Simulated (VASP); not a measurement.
# AlSi2 (I4/mmm) in VASP: notebook

The runs below take AlSi2 through single point, with PBE.

Program: VASP 6.6.1. These are calculated values, not measurements. Logs are shortened: lines on timing, memory, paths and dates and some standing lists are left out, and cuts for length are marked.

## Step 1: The cell of the first run

It takes space group I4/mmm (No. 139, tetragonal). The conventional cell has a = 3.345 Å, b = 3.345 Å, c = 8.218 Å, α = 90.00°, β = 90.00°, γ = 90.00°. Within 3.5 Å of Al (site symmetry 4/mmm) lie 10 Si at 2.62 to 2.79 Å and 4 Al at 3.35 Å. Within 3.5 Å of Si (site symmetry 4mm) lie 5 Al at 2.62 to 2.79 Å and 9 Si at 2.62 to 3.35 Å.

## Step 2: Single point, PBE

File INCAR:

```
PREC = Accurate
ENCUT = 520
EDIFF = 1E-6
ISMEAR = 0
SIGMA = 0.1
LREAL = False
LASPH = True
NELM = 60
ALGO = Normal
ISIF = 2
LWAVE = False
LCHARG = False
GGA = PE
NBANDS = 12
```

File KPOINTS:

```
Automatic mesh
0
Gamma
  6 6 6
```

File POSCAR:

```
AlSi2
1.0
   -1.6725453984      1.6725453984      4.1092452744
    1.6725453984     -1.6725453984      4.1092452744
    1.6725453984      1.6725453984     -4.1092452744
Al Si
1 2
Direct
    0.0000000000      0.0000000000      0.0000000000
    0.6808498242      0.6808498242      0.0000000000
    0.3191501758      0.3191501758      0.0000000000
```

Potentials or basis: VASP PAW PBE potentials, release 64 (Al, Si).

Run with:

```
$ cat potpaw_PBE.64/Al/POTCAR potpaw_PBE.64/Si/POTCAR > POTCAR
$ mpirun -np 1 vasp_std > vasp.out
```

OUTCAR:

```text
PREC = Accurate
   ENCUT = 520
   EDIFF = 1E-6
   ISMEAR = 0
   LREAL = False
   LASPH = True
   NELM = 60
   ISIF = 2
   GGA = PE

 ion  position               nearest neighbor table
   1  0.000  0.000  0.000-   2 2.62   3 2.62   2 2.79   3 2.79   2 2.79   2 2.79   2 2.79   3 2.79
                             3 2.79   3 2.79
   2  0.681  0.681  0.000-   1 2.62   3 2.62   3 2.62   3 2.62   3 2.62   1 2.79   1 2.79   1 2.79
                             1 2.79   3 2.97
   3  0.319  0.319  0.000-   1 2.62   2 2.62   2 2.62   2 2.62   2 2.62   1 2.79   1 2.79   1 2.79
                             1 2.79   2 2.97

  LATTYP: Found a body centered tetragonal cell.
 ALAT       =     3.3450907968
 C/A-ratio  =     2.4568811575

  Lattice vectors:

 A1 = (  -1.6725453984,   1.6725453984,   4.1092452744)
 A2 = (   1.6725453984,  -1.6725453984,   4.1092452744)
 A3 = (   1.6725453984,   1.6725453984,  -4.1092452744)

Analysis of symmetry for initial positions (statically):
=====================================================================
 Subroutine PRICEL returns:
 Original cell was already a primitive cell.

 Routine SETGRP: Setting up the symmetry group for a
 body centered tetragonal supercell.

 Subroutine GETGRP returns: Found 16 space group operations
 (whereof 16 operations were pure point group operations)
 out of a pool of 16 trial point group operations.

The static configuration has the point symmetry D_4h.

Analysis of symmetry for dynamics (positions and initial velocities):
=====================================================================
 Subroutine PRICEL returns:
 Original cell was already a primitive cell.

 Routine SETGRP: Setting up the symmetry group for a
 body centered tetragonal supercell.

 Subroutine GETGRP returns: Found 16 space group operations
 (whereof 16 operations were pure point group operations)
 out of a pool of 16 trial point group operations.

The dynamic configuration has the point symmetry D_4h.

 Subroutine INISYM returns: Found 16 space group operations
 (whereof 16 operations are pure point group operations),
 and found     1 'primitive' translations

----------------------------------------------------------------------------------------

                                     Primitive cell

  volume of cell :      45.9809

  direct lattice vectors                    reciprocal lattice vectors
    -1.672545398  1.672545398  4.109245274     0.000000000  0.298945548  0.121676845
     1.672545398 -1.672545398  4.109245274     0.298945548  0.000000000  0.121676845
     1.672545398  1.672545398 -4.109245274     0.298945548  0.298945548  0.000000000

  length of vectors
     4.741383020  4.741383020  4.741383020     0.322759500  0.322759500  0.422772848

  position of ions in fractional coordinates (direct lattice)
     0.000000000  0.000000000  0.000000000
     0.680849824  0.680849824  0.000000000
     0.319150176  0.319150176  0.000000000

  ion indices of the primitive-cell ions
   primitive index   ion index
                 1           1
                 2           2
                 3           3

----------------------------------------------------------------------------------------

 KPOINTS: Automatic mesh

Automatic generation of k-mesh.
 Grid dimensions read from file:
 generate k-points for:    6    6    6

 Generating k-lattice:

  Cartesian coordinates                     Fractional coordinates (reciprocal lattice)
     0.000000000  0.049824258  0.020279474     0.166666667  0.000000000  0.000000000
     0.049824258  0.000000000  0.020279474     0.000000000  0.166666667  0.000000000
     0.049824258  0.049824258  0.000000000     0.000000000  0.000000000  0.166666667

  Length of vectors
     0.053793250  0.053793250  0.070462141

  Shift w.r.t. Gamma in fractional coordinates (k-lattice)
     0.000000000  0.000000000  0.000000000

 Subroutine IBZKPT returns following result:
 ===========================================

 Found     30 irreducible k-points:

 Following reciprocal coordinates:
            Coordinates               Weight
  0.000000  0.000000  0.000000      1.000000
  0.166667 -0.000000  0.000000      8.000000
  0.333333 -0.000000  0.000000      8.000000
  0.500000  0.000000  0.000000      4.000000
  0.166667  0.166667  0.000000      8.000000
  0.333333  0.166667  0.000000     16.000000
[... 16 lines left out ...]
 -0.333333 -0.333333  0.166667      8.000000
 -0.166667 -0.333333  0.166667      8.000000
 [... further k-points ...]
   k-points           NKPTS =     30   k-points in BZ     NKDIM =     30   number of bands    NBANDS=     12
   number of dos      NEDOS =    301   number of ions     NIONS =      3
   total plane-waves  NPLWV =  46656
   dimension x,y,z NGX =    36 NGY =   36 NGZ =   36
   dimension x,y,z NGXF=    72 NGYF=   72 NGZF=   72
   ions per type =               1   2
   NGX,Y,Z   is equivalent  to a cutoff of  12.62, 12.62, 12.62 a.u.
   NGXF,Y,Z  is equivalent  to a cutoff of  25.25, 25.25, 25.25 a.u.
 SYSTEM =  unknown system
   PREC   = accura    normal or accurate (medium, high low for compatibility)
   ISTART =      0    job   : 0-new  1-cont  2-samecut
   ICHARG =      2    charge: 1-file 2-atom 10-const
   ISPIN  =      1    spin polarized calculation?
   LNONCOLLINEAR =      F non collinear calculations
   LSORBIT =      F    spin-orbit coupling
   LASPH  =      T    aspherical Exc in radial PAW
   ENCUT  =  520.0 eV  38.22 Ry    6.18 a.u.   8.82  8.82  8.82*2*pi/ulx,y,z
   NELM   =     60;   NELMIN=  2; NELMDL= -5     # of ELM steps
   EDIFF  = 0.1E-05   stopping-criterion for ELM
   LREAL  =      F    real-space projection
   EDIFFG = 0.1E-04   stopping-criterion for IOM
   NSW    =      0    number of steps for IOM
   IBRION =     -1    ionic relax: 0-MD 1-quasi-New 2-CG
   NFREE  =      0    steps in history (QN), initial steepest desc. (CG)
   ISIF   =      2    stress and relaxation
   ISYM   =      2    0-nonsym 1-usesym 2-fastsym
   POTIM  = 0.5000    time-step for ionic-motion
   TEBEG  =    0.0;   TEEND  =   0.0 temperature during run
   PSTRESS=    0.0 pullay stress
   NELECT =      11.0000    total number of electrons
   NUPDOWN=      -1.0000    fix difference up-down
   EMIN   =  10.00;   EMAX   =-10.00  energy-range for DOS
   EFERMI =   0.00;   METHOD = LEGACY
   ISMEAR =     0;   SIGMA  =   0.10  broadening in eV -4-tet -1-fermi 0-gaus
   EFERMI_NEDOS =   21; number of points for ismear=-14 and -15
   IALGO  =     38    algorithm
   IMIX   =      4    mixing-type and parameters
     AMIX     =   0.40;   BMIX     =  1.00
     AMIX_MAG =   1.60;   BMIX_MAG =  1.00
  volume/ion in A,a.u.               =      15.33       103.43
  Fermi-wavevector in a.u.,A,eV,Ry     =   1.016279  1.920489 14.052420  1.032824
  Thomas-Fermi vector in A             =   2.149614
   LORBIT       =      0    0 simple, 1 ext, 2 COOP (PROOUT), +10 PAW based schemes
   GGA     = PE    functional components
   LHFCALC =     F    Hartree Fock is set to
   AEXX    =    0.0000 exact exchange contribution
   IVDW    =     0    specifies the selected vdW correction
   LEPSILON=     F    determine dielectric tensor
   LRPA    =     F    only Hartree local field effects (RPA)
 non-spin polarized calculation
 Gauss-broadening in eV      SIGMA  =   0.10
  energy-cutoff  :      520.00
  volume of cell :       45.98
 maximum number of plane-waves:      1267
   NGX = 17   NGY = 17   NGZ = 17

 number of electron      11.0000000 magnetization

 Free energy of the ion-electron system (eV)
  ---------------------------------------------------
  ext. energy  EPLUGINS =         0.00000000
  ---------------------------------------------------
  free energy    TOTEN  =       -13.70139152 eV

  energy without entropy =      -13.69220948  energy(sigma->0) =      -13.69680050

 E-fermi :   9.0432     XC(G=0): -10.7696

 val. band max:        9.0322555403   @ k =  -0.1667  -0.3333   0.1667
 cond. band min:       9.1288976803   @ k =  -0.1667   0.3333   0.1667
 fundamental gap:      0.0966421401
 Fermi energy:         9.0431927614

 k-point     1 :       0.0000    0.0000    0.0000
  band No.  band energies     occupation
      1      -4.1877      2.00000
      2       4.2819      2.00000
      3       4.7798      2.00000
      4       8.5449      2.00000
      5       8.5449      2.00000
      6       9.7052      0.00000
      7      10.8821      0.00000
      8      10.8821      0.00000
      9      12.2063      0.00000
     10      12.4596      0.00000
     11      13.6362      0.00000
     12      18.8682      0.00000

 k-point     2 :       0.1667   -0.0000    0.0000
  band No.  band energies     occupation
      1      -3.7744      2.00000
      2       3.5421      2.00000
      3       5.6110      2.00000
      4       6.2350      2.00000
      5       8.3182      2.00000
      6       8.7534      1.99996
      7      10.9544      0.00000
      8      11.4117      0.00000
      9      13.3781      0.00000
     10      14.6164      0.00000
     11      15.8694      0.00000
     12      16.6230      0.00000

 k-point     3 :       0.3333   -0.0000    0.0000
  band No.  band energies     occupation
      1      -2.5446      2.00000
      2       2.2088      2.00000
      3       3.4777      2.00000
      4       5.7238      2.00000
      5       8.9341      1.87718
      6       9.4685      0.00000
      7      11.8122      0.00000
      8      12.4327      0.00000
      9      13.6482      0.00000
     10      14.9412      0.00000
     11      15.1849      0.00000
     12      16.1588      0.00000

 k-point     4 :       0.5000    0.0000    0.0000
  band No.  band energies     occupation
      1      -0.6844      2.00000
      2      -0.3510      2.00000
      3       3.8616      2.00000
      4       4.5016      2.00000
      5      10.5984      0.00000
      6      11.0566      0.00000
      7      11.6346      0.00000
      8      12.6354      0.00000
      9      13.1628      0.00000
     10      13.3220      0.00000
     11      15.3599      0.00000
     12      15.9238      0.00000

 k-point     5 :       0.1667    0.1667    0.0000
  band No.  band energies     occupation
      1      -3.2562      2.00000
      2       2.7104      2.00000
      3       5.3087      2.00000
      4       6.1081      2.00000
      5       7.8500      2.00000
      6       9.2450      0.00432
      7       9.4794      0.00000
      8      13.1682      0.00000
      9      13.3933      0.00000
     10      15.1762      0.00000
     11      16.6511      0.00000
     12      18.1984      0.00000
[... 228 lines left out ...]
      1      -1.2513      2.00000
      2       1.0091      2.00000
      3       2.0343      2.00000
      4       6.0951      2.00000
      5       9.0107      1.35433
      6      11.0467      0.00000
      7      11.6511      0.00000
      8      12.9819      0.00000
      9      13.5947      0.00000
     10      14.4795      0.00000
     11      14.5678      0.00000
     12      15.9322      0.00000

 k-point    22 :      -0.1667    0.5000    0.1667
  band No.  band energies     occupation
      1      -1.9523      2.00000
      2       1.2602      2.00000
      3       1.9465      2.00000
      4       7.5917      2.00000
      5       8.9848      1.59095
      6      11.0748      0.00000
      7      12.1633      0.00000
      8      13.1486      0.00000
      9      13.2285      0.00000
     10      15.0705      0.00000
     11      15.6201      0.00000
     12      16.4256      0.00000

 k-point    23 :      -0.3333   -0.3333    0.1667
  band No.  band energies     occupation
      1      -2.6601      2.00000
      2       0.7639      2.00000
      3       4.7792      2.00000
      4       5.5617      2.00000
      5      10.2819      0.00000
      6      11.3428      0.00000
      7      11.7385      0.00000
      8      12.9380      0.00000
      9      13.7422      0.00000
     10      14.5425      0.00000
     11      15.6545      0.00000
     12      16.6386      0.00000

 k-point    24 :      -0.1667   -0.3333    0.1667
  band No.  band energies     occupation
      1      -3.3536      2.00000
      2       1.3255      2.00000
      3       5.0170      2.00000
      4       8.2252      2.00000
      5       9.0323      1.12292
      6       9.8607      0.00000
      7      10.5358      0.00000
      8      12.7662      0.00000
      9      13.7995      0.00000
     10      14.8952      0.00000
     11      16.2185      0.00000
     12      17.2404      0.00000

 [... further k-points ...]
[... 5 lines left out ...]
  --------------------------------------------------------------------------------------
  -------------------------------------------------------------------------------------
  Total       -0.0752078     -0.0752078      0.0928215      0.0000000     -0.0000000      0.0000000
  in kB       -2.6205687     -2.6205687      3.2343080      0.0000000     -0.0000000      0.0000000
  external PRESSURE =      -0.6689431 kB  Pullay stress =       0.0000000 kB

 VOLUME and BASIS-vectors are now :
 -----------------------------------------------------------------------------
  energy-cutoff  :      520.00
  volume of cell :       45.98
      direct lattice vectors                 reciprocal lattice vectors
    -1.672545398  1.672545398  4.109245274     0.000000000  0.298945548  0.121676845
     1.672545398 -1.672545398  4.109245274     0.298945548  0.000000000  0.121676845
     1.672545398  1.672545398 -4.109245274     0.298945548  0.298945548  0.000000000

 POSITION                                       TOTAL-FORCE (eV/Angst)
 -----------------------------------------------------------------------------------
      0.00000      0.00000      0.00000        -0.000000     -0.000000      0.000000
      0.00000      0.00000      5.59556        -0.000000     -0.000000     -0.010560
      0.00000      0.00000      2.62293         0.000000      0.000000      0.010560
 -----------------------------------------------------------------------------------
    total drift:                                0.000000      0.000000     -0.000000

  FREE ENERGIE OF THE ION-ELECTRON SYSTEM (eV)
  ---------------------------------------------------
  free  energy   TOTEN  =       -13.7013915174 eV

  energy  without entropy=      -13.6922094778  energy(sigma->0) =      -13.69680050
```

Run time: 12 s. Hardware: 1 thread of AMD EPYC 9R45 (Zen 5), shared host; peak memory 0.16 GiB.

What came out:

```
Free energy            : -13.7014 eV
Pressure               : -0.1 GPa
Largest force          : 0.011 eV/Å
Band gap on the k mesh : zero (an odd number of electrons rules out a gap without spin polarisation)
```

Forces in eV/Å, atoms in the order of the input:
```
Al   0.000  0.000  0.000
Si   0.000  0.000 -0.011
Si   0.000  0.000  0.011
```

Levels at points of the mesh, in eV from the Fermi level:
```csv
k point,band 2,band 3,band 4,band 5,band 6,band 7,band 8,band 9
"(0.00, 0.00, 0.00)",-4.76,-4.26,-0.50,-0.50,0.66,1.84,1.84,3.16
"(0.50, 0.00, 0.00)",-9.39,-5.18,-4.54,1.56,2.01,2.59,3.59,4.12
"(0.50, 0.50, 0.00)",-6.29,-6.08,-5.03,-3.94,-3.13,0.73,1.94,2.19
"(0.50, 0.50, 0.50)",-9.96,-1.54,-1.54,-0.50,1.76,4.18,6.13,6.13
```

(Continued in part 2 of 2.)
